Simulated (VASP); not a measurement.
# Sn2Te3Pt (P4/mmm) in VASP: relaxation of cell and atoms with PBE

Aim: the relaxation of cell and atoms of Sn2Te3Pt with PBE.

Program: VASP 6.6.1. These are calculated values, not measurements. Logs are shortened: lines on timing, memory, paths and dates and some standing lists are left out, and cuts for length are marked.

## 1. The cell of the first run

It takes space group P4/mmm (No. 123, tetragonal). The conventional cell has a = 3.687 Å, b = 3.687 Å, c = 11.408 Å, α = 90.00°, β = 90.00°, γ = 90.00°. Within 4.3 Å of Sn (site symmetry 4mm) lie 8 Te at 3.28 to 3.41 Å and 5 Sn at 3.69 to 3.99 Å and 1 Pt at 3.71 Å. Within 4.0 Å of Te (site symmetry 4mm) lie 4 Pt at 3.01 Å and 5 Te at 3.02 to 3.69 Å and 4 Sn at 3.41 Å. Te (site symmetry 4/mmm) has 8 Sn at 3.28 Å and 6 Te at 3.69 to 4.19 Å within 4.3 Å. Within 4.0 Å of Pt (site symmetry 4/mmm) lie 8 Te at 3.01 Å and 4 Pt at 3.69 Å and 2 Sn at 3.71 Å.

The cell was generated, and may not be a known phase.

## 2. Relaxation of cell and atoms, PBE

INCAR reads:

```
SYSTEM = Sn2Te3Pt
PREC = Accurate
ENCUT = 600
EDIFF = 1E-6
ISMEAR = 0
SIGMA = 0.1
LREAL = .False.
LASPH = .True.
NELM = 60
ALGO = Normal
ISIF = 3
LWAVE = .False.
LCHARG = .False.
GGA = PE
IBRION = 2
NSW = 100
EDIFFG = -0.01
```

KPOINTS reads:

```
Automatic mesh
0
Gamma
  10 10 4
  0 0 0
```

POSCAR reads:

```
Sn2Te3Pt
1.0
    3.6868549019      0.0000000000      0.0000000000
    0.0000000000      3.6868549019      0.0000000000
    0.0000000000      0.0000000000     11.4082805802
Sn Te Pt
2 3 1
Direct
    0.5000000000      0.5000000000      0.3250530075
    0.5000000000      0.5000000000      0.6749469925
    0.0000000000      0.0000000000      0.8675371374
    0.0000000000      0.0000000000      0.1324628626
    0.0000000000      0.0000000000      0.5000000000
    0.5000000000      0.5000000000      0.0000000000
```

Potentials or basis: VASP PAW PBE potentials, release 64 (Sn_d, Te, Pt).

Launch:

```console
cat potpaw_PBE.64/Sn_d/POTCAR potpaw_PBE.64/Te/POTCAR potpaw_PBE.64/Pt/POTCAR > POTCAR
mpirun -np 1 vasp_std > vasp.out
```

OUTCAR:

```text
SYSTEM = Sn2Te3Pt
   PREC = Accurate
   ENCUT = 600
   EDIFF = 1E-6
   ISMEAR = 0
   LREAL = .False.
   LASPH = .True.
   NELM = 60
   ISIF = 3
   GGA = PE
   IBRION = 2
   NSW = 100
   EDIFFG = -0.01

 ion  position               nearest neighbor table
   1  0.500  0.500  0.325-   5 3.28   5 3.28   5 3.28   5 3.28   4 3.41   4 3.41   4 3.41   4 3.41

   2  0.500  0.500  0.675-   5 3.28   5 3.28   5 3.28   5 3.28   3 3.41   3 3.41   3 3.41   3 3.41

   3  0.000  0.000  0.868-   6 3.01   6 3.01   6 3.01   6 3.01   4 3.02   2 3.41   2 3.41   2 3.41
                             2 3.41
   4  0.000  0.000  0.132-   6 3.01   6 3.01   6 3.01   6 3.01   3 3.02   1 3.41   1 3.41   1 3.41
                             1 3.41
   5  0.000  0.000  0.500-   1 3.28   2 3.28   1 3.28   2 3.28   1 3.28   2 3.28   1 3.28   2 3.28

   6  0.500  0.500  0.000-   3 3.01   4 3.01   3 3.01   4 3.01   3 3.01   4 3.01   3 3.01   4 3.01

  LATTYP: Found a simple tetragonal cell.
 ALAT       =     3.6868549019
 C/A-ratio  =     3.0943123295

  Lattice vectors:

 A1 = (   3.6868549019,   0.0000000000,   0.0000000000)
 A2 = (   0.0000000000,   3.6868549019,   0.0000000000)
 A3 = (   0.0000000000,   0.0000000000,  11.4082805802)

Analysis of symmetry for initial positions (statically):
=====================================================================
 Subroutine PRICEL returns:
 Original cell was already a primitive cell.

 Routine SETGRP: Setting up the symmetry group for a
 simple tetragonal supercell.

 Subroutine GETGRP returns: Found 16 space group operations
 (whereof 16 operations were pure point group operations)
 out of a pool of 16 trial point group operations.

The static configuration has the point symmetry D_4h.

Analysis of symmetry for dynamics (positions and initial velocities):
=====================================================================
 Subroutine PRICEL returns:
 Original cell was already a primitive cell.

 Routine SETGRP: Setting up the symmetry group for a
 simple tetragonal supercell.

 Subroutine GETGRP returns: Found 16 space group operations
 (whereof 16 operations were pure point group operations)
 out of a pool of 16 trial point group operations.

The dynamic configuration has the point symmetry D_4h.

 Subroutine INISYM returns: Found 16 space group operations
 (whereof 16 operations are pure point group operations),
 and found     1 'primitive' translations

----------------------------------------------------------------------------------------

                                     Primitive cell

  volume of cell :     155.0716

  direct lattice vectors                    reciprocal lattice vectors
     3.686854902  0.000000000  0.000000000     0.271233891  0.000000000  0.000000000
     0.000000000  3.686854902  0.000000000     0.000000000  0.271233891  0.000000000
     0.000000000  0.000000000 11.408280580     0.000000000  0.000000000  0.087655628

  length of vectors
     3.686854902  3.686854902 11.408280580     0.271233891  0.271233891  0.087655628

  position of ions in fractional coordinates (direct lattice)
     0.500000000  0.500000000  0.325053008
     0.500000000  0.500000000  0.674946992
     0.000000000  0.000000000  0.867537137
     0.000000000  0.000000000  0.132462863
     0.000000000  0.000000000  0.500000000
     0.500000000  0.500000000  0.000000000

  ion indices of the primitive-cell ions
   primitive index   ion index
                 1           1
                 2           2
                 3           3
                 4           4
                 5           5
                 6           6

----------------------------------------------------------------------------------------

 KPOINTS: Automatic mesh

Automatic generation of k-mesh.
 Grid dimensions read from file:
 generate k-points for:   10   10    4

 Generating k-lattice:

  Cartesian coordinates                     Fractional coordinates (reciprocal lattice)
     0.027123389  0.000000000  0.000000000     0.100000000  0.000000000  0.000000000
     0.000000000  0.027123389  0.000000000     0.000000000  0.100000000  0.000000000
     0.000000000  0.000000000  0.021913907     0.000000000  0.000000000  0.250000000

  Length of vectors
     0.027123389  0.027123389  0.021913907

  Shift w.r.t. Gamma in fractional coordinates (k-lattice)
     0.000000000  0.000000000  0.000000000

 Subroutine IBZKPT returns following result:
 ===========================================

 Found     63 irreducible k-points:

 Following reciprocal coordinates:
            Coordinates               Weight
  0.000000  0.000000  0.000000      1.000000
  0.100000  0.000000  0.000000      4.000000
  0.200000  0.000000  0.000000      4.000000
  0.300000  0.000000  0.000000      4.000000
  0.400000  0.000000  0.000000      4.000000
  0.500000  0.000000  0.000000      2.000000
[... 16 lines left out ...]
  0.100000  0.000000  0.250000      8.000000
  0.200000  0.000000  0.250000      8.000000
 [... further k-points ...]
   k-points           NKPTS =     63   k-points in BZ     NKDIM =     63   number of bands    NBANDS=     33
   number of dos      NEDOS =    301   number of ions     NIONS =      6
   total plane-waves  NPLWV =  86400
   dimension x,y,z NGX =    30 NGY =   30 NGZ =   96
   dimension x,y,z NGXF=    60 NGYF=   60 NGZF=  192
   ions per type =               2   3   1
   NGX,Y,Z   is equivalent  to a cutoff of  13.53, 13.53, 13.99 a.u.
   NGXF,Y,Z  is equivalent  to a cutoff of  27.05, 27.05, 27.98 a.u.
 SYSTEM =  Sn2Te3Pt
   PREC   = accura    normal or accurate (medium, high low for compatibility)
   ISTART =      0    job   : 0-new  1-cont  2-samecut
   ICHARG =      2    charge: 1-file 2-atom 10-const
   ISPIN  =      1    spin polarized calculation?
   LNONCOLLINEAR =      F non collinear calculations
   LSORBIT =      F    spin-orbit coupling
   LASPH  =      T    aspherical Exc in radial PAW
   ENCUT  =  600.0 eV  44.10 Ry    6.64 a.u.   7.36  7.36 22.79*2*pi/ulx,y,z
   NELM   =     60;   NELMIN=  2; NELMDL= -5     # of ELM steps
   EDIFF  = 0.1E-05   stopping-criterion for ELM
   LREAL  =      F    real-space projection
   EDIFFG = -.1E-01   stopping-criterion for IOM
   NSW    =    100    number of steps for IOM
   IBRION =      2    ionic relax: 0-MD 1-quasi-New 2-CG
   NFREE  =      1    steps in history (QN), initial steepest desc. (CG)
   ISIF   =      3    stress and relaxation
   ISYM   =      2    0-nonsym 1-usesym 2-fastsym
   POTIM  = 0.5000    time-step for ionic-motion
   TEBEG  =    0.0;   TEEND  =   0.0 temperature during run
   PSTRESS=    0.0 pullay stress
   NELECT =      56.0000    total number of electrons
   NUPDOWN=      -1.0000    fix difference up-down
   EMIN   =  10.00;   EMAX   =-10.00  energy-range for DOS
   EFERMI =   0.00;   METHOD = LEGACY
   ISMEAR =     0;   SIGMA  =   0.10  broadening in eV -4-tet -1-fermi 0-gaus
   EFERMI_NEDOS =   21; number of points for ismear=-14 and -15
   IALGO  =     38    algorithm
   IMIX   =      4    mixing-type and parameters
     AMIX     =   0.40;   BMIX     =  1.00
     AMIX_MAG =   1.60;   BMIX_MAG =  1.00
  volume/ion in A,a.u.               =      25.85       174.41
  Fermi-wavevector in a.u.,A,eV,Ry     =   1.165807  2.203056 18.491767  1.359106
  Thomas-Fermi vector in A             =   2.302328
   LORBIT       =      0    0 simple, 1 ext, 2 COOP (PROOUT), +10 PAW based schemes
   GGA     = PE    functional components
   LHFCALC =     F    Hartree Fock is set to
   AEXX    =    0.0000 exact exchange contribution
   IVDW    =     0    specifies the selected vdW correction
   LEPSILON=     F    determine dielectric tensor
   LRPA    =     F    only Hartree local field effects (RPA)
 conjugate gradient relaxation of ions
 non-spin polarized calculation
 Gauss-broadening in eV      SIGMA  =   0.10
  energy-cutoff  :      600.00
  volume of cell :      155.07
 maximum number of plane-waves:      5238
 NGX is ok and might be reduce to    30
   NGX = 15   NGY = 15   NGZ = 45

--------------------------------------- Ionic step        1  -------------------------------------------

 number of electron      55.9999982 magnetization

 Free energy of the ion-electron system (eV)
  ---------------------------------------------------
  ext. energy  EPLUGINS =         0.00000000
  ---------------------------------------------------
  free energy    TOTEN  =       -22.58516478 eV

  energy without entropy =      -22.56734106  energy(sigma->0) =      -22.57625292

------------------------ aborting loop because EDIFF is reached ----------------------------------------

  FORCE on cell =-STRESS in cart. coord.  units (eV):
  Direction    XX          YY          ZZ          XY          YZ          ZX
  --------------------------------------------------------------------------------------
  -------------------------------------------------------------------------------------
  Total       -0.1165638     -0.1165638      0.3733436      0.0000000     -0.0000000     -0.0000000
  in kB       -1.2043203     -1.2043203      3.8573318      0.0000000     -0.0000000     -0.0000000
  external PRESSURE =       0.4828971 kB  Pullay stress =       0.0000000 kB
[... 101 lines left out ...]
  FREE ENERGIE OF THE ION-ELECTRON SYSTEM (eV)
  ---------------------------------------------------
  free  energy   TOTEN  =       -22.5878140777 eV

  energy  without entropy=      -22.5719019030  energy(sigma->0) =      -22.57985799

[... ionic steps 4 to 8 ...]

--------------------------------------- Ionic step        9  -------------------------------------------

 number of electron      55.9999991 magnetization

------------------------ aborting loop because EDIFF is reached ----------------------------------------

  FORCE on cell =-STRESS in cart. coord.  units (eV):
  Direction    XX          YY          ZZ          XY          YZ          ZX
  --------------------------------------------------------------------------------------
  -------------------------------------------------------------------------------------
  Total       -0.0332192     -0.0332192     -0.0103543      0.0000000     -0.0000000     -0.0000000
  in kB       -0.3428314     -0.3428314     -0.1068593      0.0000000     -0.0000000     -0.0000000
  external PRESSURE =      -0.2641740 kB  Pullay stress =       0.0000000 kB
[... 65 lines left out ...]
  energy  without entropy=      -22.5731929087  energy(sigma->0) =      -22.58100840

--------------------------------------- Ionic step       11  -------------------------------------------

 number of electron      55.9999992 magnetization

 Free energy of the ion-electron system (eV)
  ---------------------------------------------------
  ext. energy  EPLUGINS =         0.00000000
  ---------------------------------------------------
  free energy    TOTEN  =       -22.58884989 eV

  energy without entropy =      -22.57326686  energy(sigma->0) =      -22.58105838

 E-fermi :   8.4486     XC(G=0): -10.4986

 val. band max:        8.4398129452   @ k =   0.3000   0.0000   0.2500
 cond. band min:       8.4670137689   @ k =   0.4000   0.4000   0.0000
 fundamental gap:      0.0272008237
 Fermi energy:         8.4485757728

 k-point     1 :       0.0000    0.0000    0.0000
  band No.  band energies     occupation
      1     -13.3091      2.00000
      2     -13.3086      2.00000
      3     -13.3050      2.00000
      4     -13.2938      2.00000
      5     -13.2724      2.00000
      6     -13.2724      2.00000
[... 853 lines left out ...]
     32      11.4757      0.00000
     33      11.7774      0.00000

 [... further k-points ...]

------------------------ aborting loop because EDIFF is reached ----------------------------------------

  FORCE on cell =-STRESS in cart. coord.  units (eV):
  Direction    XX          YY          ZZ          XY          YZ          ZX
  --------------------------------------------------------------------------------------
  -------------------------------------------------------------------------------------
  Total       -0.0206942     -0.0206942      0.0037324      0.0000000     -0.0000000      0.0000000
  in kB       -0.2135549     -0.2135549      0.0385166      0.0000000     -0.0000000      0.0000000
  external PRESSURE =      -0.1295311 kB  Pullay stress =       0.0000000 kB
[... 21 lines left out ...]
  FREE ENERGIE OF THE ION-ELECTRON SYSTEM (eV)
  ---------------------------------------------------
  free  energy   TOTEN  =       -22.5888498934 eV

  energy  without entropy=      -22.5732668597  energy(sigma->0) =      -22.58105838

 reached required accuracy - stopping structural energy minimisation
```

It took 21 min on 1 thread of Intel Xeon 6975P-C (Granite Rapids), shared host; peak memory 0.59 GiB.

What came out:

- Free energy: -22.5888 eV
- Relaxed volume: 25.88 Å³/atom
- Relaxed cell: a = 3.669 Å, b = 3.669 Å, c = 11.531 Å, α = 90.00°, β = 90.00°, γ = 90.00°
- Space group after relaxing (to 0.1 Å): P4/mmm (No. 123)
- Energy gained by relaxing: 0.6 meV/atom
- Ionic steps: 11
- Pressure after relaxing: 0.0 GPa
- Largest force after relaxing: 0.009 eV/Å

Forces in eV/Å, atoms in the order of the input:
```
Sn   0.000  0.000 -0.009
Sn   0.000  0.000  0.009
Te   0.000  0.000 -0.002
Te   0.000  0.000  0.002
Te   0.000  0.000  0.000
Pt   0.000  0.000  0.000
```

Step by step:
```
step  energy change (eV)  largest force (eV/Å)  pressure (GPa)  volume (Å³)
   1              0.0000                0.0403            0.05       155.07
   2             -0.0013                0.0383           -0.05       155.25
   3             -0.0026                0.0518           -0.25       155.70
   4             -0.0033                0.0365           -0.07       155.29
   5             -0.0033                0.0329           -0.01       155.20
   6             -0.0034                0.0241           -0.01       155.19
   7             -0.0036                0.0176            0.02       155.16
   8             -0.0036                0.0168            0.02       155.16
   9             -0.0037                0.0140           -0.03       155.25
  10             -0.0037                0.0120           -0.04       155.29
  11             -0.0037                0.0094           -0.01       155.26
```

Final structure:
```
Sn Te Pt
1.0
     3.66937    0.00000    0.00000
     0.00000    3.66937    0.00000
     0.00000    0.00000   11.53097
Sn Te Pt
2 3 1
Cartesian
  1.8347 1.8347 3.7327
  1.8347 1.8347 7.7983
  0.0000 3.6694 10.0098
  0.0000 0.0000 1.5212
  0.0000 0.0000 5.7655
  1.8347 1.8347 0.0000
```

Caveat: the highest band is partly filled, so the run has too few bands; spin-orbit coupling is left out, which moves the levels of the heavy elements.
